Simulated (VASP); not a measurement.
# AlFe in VASP: notebook, part 2 of 2

VASP 6.6.1.

### 4 Single point, PBE, collinear spin, ferromagnetic start (biaxial strain in the a-b plane: +2.0 %)

File INCAR:

```
PREC = Accurate ; ENCUT = 520
EDIFF = 1E-6 ; ISMEAR = 0
SIGMA = 0.1 ; LREAL = False
LASPH = True ; NELM = 150
ALGO = Normal ; ISIF = 2
LWAVE = False ; LCHARG = False
ISPIN = 2 ; MAGMOM = 0 0.77
LORBIT = 11 ; LMAXMIX = 4
GGA = PE ; NBANDS = 16
```

File KPOINTS:

```
Automatic mesh
0
Gamma
  18 18 18
```

File POSCAR:

```
AlFe
1.0
    2.9318174807      0.0000000000      0.0000000000
    0.0000000000      2.9318174807      0.0000000000
    0.0000000000      0.0000000000      2.8398388931
Al Fe
1 1
Direct
    0.0000000000      0.0000000000      0.0000000000
    0.5000000000      0.5000000000      0.5000000000
```

Potentials or basis: VASP PAW PBE potentials, release 64 (Al, Fe).

On the command line:

```
$ cat potpaw_PBE.64/Al/POTCAR potpaw_PBE.64/Fe/POTCAR > POTCAR
$ mpirun -np 1 vasp_std > vasp.out
```

OUTCAR:

```text
PREC = Accurate
   ENCUT = 520
   EDIFF = 1E-6
   ISMEAR = 0
   LREAL = False
   LASPH = True
   NELM = 150
   ISIF = 2
   ISPIN = 2
   LORBIT = 11
   GGA = PE

 ion  position               nearest neighbor table
   1  0.000  0.000  0.000-   2 2.51   2 2.51   2 2.51   2 2.51   2 2.51   2 2.51   2 2.51   2 2.51

   2  0.500  0.500  0.500-   1 2.51   1 2.51   1 2.51   1 2.51   1 2.51   1 2.51   1 2.51   1 2.51

  LATTYP: Found a simple tetragonal cell.
 ALAT       =     2.9318174807
 C/A-ratio  =     0.9686274510

  Lattice vectors:

 A1 = (   2.9318174807,   0.0000000000,   0.0000000000)
 A2 = (   0.0000000000,   2.9318174807,   0.0000000000)
[... 1127 lines left out ...]

 VOLUME and BASIS-vectors are now :
 -----------------------------------------------------------------------------
  energy-cutoff  :      520.00
  volume of cell :       24.41
      direct lattice vectors                 reciprocal lattice vectors
     2.931817481  0.000000000  0.000000000     0.341085353  0.000000000  0.000000000
     0.000000000  2.931817481  0.000000000     0.000000000  0.341085353  0.000000000
     0.000000000  0.000000000  2.839838893     0.000000000  0.000000000  0.352132652

 POSITION                                       TOTAL-FORCE (eV/Angst)
 -----------------------------------------------------------------------------------
      0.00000      0.00000      0.00000         0.000000      0.000000      0.000000
      1.46591      1.46591      1.41992         0.000000      0.000000      0.000000
 -----------------------------------------------------------------------------------
    total drift:                                0.000000     -0.000000     -0.000000

  FREE ENERGIE OF THE ION-ELECTRON SYSTEM (eV)
  ---------------------------------------------------
  free  energy   TOTEN  =       -12.6404421648 eV

  energy  without entropy=      -12.6295870101  energy(sigma->0) =      -12.63501459

 total charge

# of ion       s       p       d       tot
------------------------------------------
    1        0.397   0.424   0.000   0.821
    2        0.420   0.482   6.458   7.361
--------------------------------------------------
tot          0.817   0.906   6.458   8.182

 magnetization (x)

# of ion       s       p       d       tot
------------------------------------------
    1       -0.008  -0.017   0.000  -0.025
    2       -0.000   0.007   0.762   0.769
--------------------------------------------------
tot         -0.008  -0.009   0.762   0.744
```

OSZICAR:

```text
N       E                     dE             d eps       ncg     rms          rms(c)
DAV:   1     0.290961777420E+02    0.29096E+02   -0.42621E+03 35792   0.652E+02
DAV:   2    -0.131099524417E+02   -0.42206E+02   -0.37667E+02 41168   0.138E+02
DAV:   3    -0.145307010676E+02   -0.14207E+01   -0.14045E+01 43632   0.268E+01
DAV:   4    -0.145507001302E+02   -0.19999E-01   -0.19993E-01 43376   0.285E+00
DAV:   5    -0.145513571350E+02   -0.65700E-03   -0.65699E-03 45208   0.568E-01    0.136E+01
DAV:   6    -0.167434202547E+02   -0.21921E+01   -0.50884E+01 40632   0.764E+01    0.191E+01
DAV:   7    -0.126717404745E+02    0.40717E+01   -0.31599E+01 41912   0.489E+01    0.278E+00
DAV:   8    -0.126531096730E+02    0.18631E-01   -0.13123E-01 43512   0.270E+00    0.163E+00
DAV:   9    -0.126408652677E+02    0.12244E-01   -0.61376E-02 43640   0.209E+00    0.647E-01
DAV:  10    -0.126402883976E+02    0.57687E-03   -0.12297E-03 44008   0.217E-01    0.250E-01
DAV:  11    -0.126404529658E+02   -0.16457E-03   -0.61586E-04 45776   0.201E-01    0.113E-01
DAV:  12    -0.126404388188E+02    0.14147E-04   -0.11996E-04 47680   0.826E-02    0.683E-02
DAV:  13    -0.126404425021E+02   -0.36833E-05   -0.19602E-05 47936   0.377E-02    0.222E-02
DAV:  14    -0.126404421648E+02    0.33725E-06   -0.93842E-07 25512   0.817E-03
   1 F= -.12640442E+02 E0= -.12635015E+02  d E =-.108552E-01  mag=     0.7246
```

stdout:

```text
POSCAR found type information on POSCAR AlFe
 POSCAR found :  2 types and       2 ions
 scaLAPACK will be used
 LDA part: xc-table for (Slater+PW92), standard interpolation
 POSCAR, INCAR and KPOINTS ok, starting setup
 FFT: planning ... GRIDC
 FFT: planning ... GRID_SOFT
 FFT: planning ... GRID
 WAVECAR not read
 entering main loop
```

Run time: 2.8 min. Hardware: 1 thread of AMD EPYC 9R45 (Zen 5), shared host; peak memory 0.39 GiB.

Results:

```yaml
Free_energy: -12.6404 eV
Pressure: -4.4 GPa
Net_moment: 0.72 μB per cell
Site_moments: Al -0.03; Fe +0.77 μB
Valence_electrons_inside_the_program's_atomic_spheres: Al 0.82; Fe 7.36
```

Caveat: the cell differs from its parent crystal (biaxial strain in the a-b plane: +2.0 %); the cell stands under tension.

### 5 Single point, PBE, collinear spin, ferromagnetic start (biaxial strain in the a-b plane: +3.0 %, then relaxed in part)

File INCAR:

```
SYSTEM = AlFe
ALGO = Fast
EDIFF = 1E-6
ENCUT = 520
GGA = PE
ISIF = 2
ISMEAR = 0
ISPIN = 2
LASPH = .TRUE.
LCHARG = .TRUE.
LELF = .TRUE.
LMAXMIX = 4
LORBIT = 11
LREAL = .FALSE.
LVHAR = .TRUE.
LWAVE = .FALSE.
MAGMOM = 0 0.77
NBANDS = 16
NELM = 150
PREC = Accurate
SIGMA = 0.1
```

File KPOINTS:

```
k-points
0
G
  18 18 18
  0 0 0
```

File POSCAR:

```
AlFe
1.0
    2.9605607893      0.0000000000      0.0000000000
    0.0000000000      2.9605607893      0.0000000000
    0.0000000000      0.0000000000      2.7845666188
Al Fe
1 1
Direct
    0.0000000000      0.0000000000      0.0000000000
    0.5000000000      0.5000000000      0.5000000000
```

On the command line:

```
$ cat potpaw_PBE.64/Al/POTCAR potpaw_PBE.64/Fe/POTCAR > POTCAR
$ mpirun -np 1 vasp_std > vasp.out
```

Run time: 3.8 min. Hardware: 1 thread of AMD EPYC 9R45 (Zen 5), shared host; peak memory 0.39 GiB.

Results (log left out):

```yaml
Free_energy: -12.6264 eV
Pressure: -4.1 GPa
Net_moment: 0.74 μB per cell
Site_moments: Al -0.03; Fe +0.79 μB
Valence_electrons_inside_the_program's_atomic_spheres: Al 0.82; Fe 7.36
```

Stress tensor (GPa, compression positive):
```
-6.17  0.00  0.00
 0.00 -6.17  0.00
 0.00  0.00 -0.03
```

Levels at points of the mesh, in eV from the Fermi level:
Spin up:
```tsv
k point	band 4	band 5	band 6	band 7	band 8	band 9
(0.00, 0.00, 0.00)	-0.52	-0.45	-0.45	5.43	5.43	7.62
(0.50, 0.00, 0.00)	-1.44	-1.15	-0.36	0.55	8.51	10.09
(0.50, 0.50, 0.00)	-2.41	-0.99	-0.99	0.17	2.65	3.48
(0.00, 0.00, 0.50)	-1.58	-1.58	-0.35	1.13	8.62	10.30
(0.50, 0.00, 0.50)	-1.83	-1.36	-1.12	0.36	3.28	3.88
(0.50, 0.50, 0.50)	0.24	0.47	2.82	2.82	3.01	3.97
```
Spin down:
```tsv
k point	band 3	band 4	band 5	band 6	band 7	band 8
(0.00, 0.00, 0.00)	-2.09	0.17	0.53	0.53	5.45	5.45
(0.50, 0.00, 0.00)	-1.50	-0.86	-0.27	0.63	1.13	8.39
(0.50, 0.50, 0.00)	-2.43	-2.32	-0.08	-0.08	0.83	2.99
(0.00, 0.00, 0.50)	-1.31	-0.74	-0.74	0.35	1.64	8.50
(0.50, 0.00, 0.50)	-2.14	-1.83	-0.50	-0.48	0.94	3.66
(0.50, 0.50, 0.50)	-3.14	0.89	1.02	2.88	2.88	3.09
```

Caveat: the cell differs from its parent crystal (biaxial strain in the a-b plane: +3.0 %, then relaxed in part); the stress differs along the axes, from -6 to -0 GPa.

### 6 The runs side by side

```tsv
cell	gap on the mesh (eV)	pressure (GPa)	moment (μB)
a = 2.874 Å, 2 atoms	none	0.0	0.70
a = 2.788, b = 2.788, c = 2.926 Å, 2 atoms	none	8.6	0.69
a = 2.932, b = 2.932, c = 2.840 Å, 2 atoms	none	-4.4	0.72
a = 2.961, b = 2.961, c = 2.785 Å, 2 atoms	none	-4.1	0.74
```

Alike in all rows: task single point; level PBE; potentials or basis VASP PAW PBE potentials, release 64 (Al, Fe); spin collinear, ferromagnetic start; k mesh 18 × 18 × 18; cutoff (eV) 520; smearing gaussian 0.1 eV.

Caveats: the stress differs along the axes, from 4 to 11 GPa (at least some runs); the cell stands under tension (at least some runs); the stress differs along the axes, from -6 to -0 GPa (at least some runs).

Total energies depend on the potentials used, so only differences within one code and one set of settings carry meaning.
